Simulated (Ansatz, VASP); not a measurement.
Two plane-wave programs on ScAlN2

```
Sc Al N
1.0
    -2.17485    2.17485    4.17323
     2.17485   -2.17485    4.17323
     2.17485    2.17485   -4.17323
Sc Al N
2 2 4
Direct
  0.75000 0.25000 0.50000
  0.00000 0.00000 0.00000
  0.25000 0.75000 0.50000
  0.50000 0.50000 0.00000
  0.48851 0.98851 0.50000
  0.26149 0.26149 0.00000
  0.01149 0.51149 0.50000
  0.73851 0.73851 0.00000
```

Alike in both runs: task single point; functional PBEsol; k mesh 10 × 10 × 10; occupations gaussian, width 0.05 eV; no spin polarisation.

|  | VASP | Ansatz |
| --- | --- | --- |
| version | VASP 6.6.1 | Ansatz 0.2.0 |
| potentials or method | VASP PAW PBE potentials, release 64 (Sc_sv, Al, N), cutoff 520 eV | scalar-relativistic, plane waves, PAW |
| valence electrons in the cell | 48 | 48 |

```csv
,VASP,Ansatz,Ansatz less VASP
gap on the k mesh at the Fermi level (eV),0.84,0.86,+0.023
least direct gap on the mesh (eV),0.93,0.96,+0.023
pressure (GPa),0.7,0.0,-0.70
rms of the force components (eV/Å),0.017,0.000,-0.0167
```

VASP's potentials were made for PBE, not for PBEsol. Atom by atom the forces differ by 0.017 eV/Å (rms over components). With one functional, cell and mesh, what is left measures potentials, basis and numerics.
